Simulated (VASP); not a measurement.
Runs of VASP 6.6.1 on SnO2. The structure is that of space group P4_2/mnm (No. 136), or close to it. The cells are those of the table. 

```csv
cell,gap on the mesh (eV),pressure (GPa),largest force (eV/Å)
"a = 4.761, b = 4.761, c = 3.296 Å, 6 atoms",1.36,-5.8,0.01
"a = 4.761, b = 4.761, c = 3.328 Å, 6 atoms",1.22,(a),0.01
"a = 4.761, b = 4.761, c = 3.232 Å, 6 atoms",(b),-1.4,0.02
"a = 4.761, b = 4.761, c = 3.264 Å, 6 atoms",(c),-3.7,0.02
```

Alike in all rows: task single point; level r2SCAN; potentials or basis VASP PAW PBE potentials, release 64 (Sn_d, O); no spin polarisation; k mesh 6 × 6 × 8; cutoff (eV) 520; smearing gaussian 0.01 eV.

Fill in the values left out.

(a) -7.8; (b) 1.65; (c) 1.51.

Caveats: the PAW data sets were made with another functional, which shifts forces and pressure a little; spin-orbit coupling is left out, which moves the levels of the heavy elements.

A k mesh can miss the band edges, and the runs leave out spin-orbit coupling on Sn.
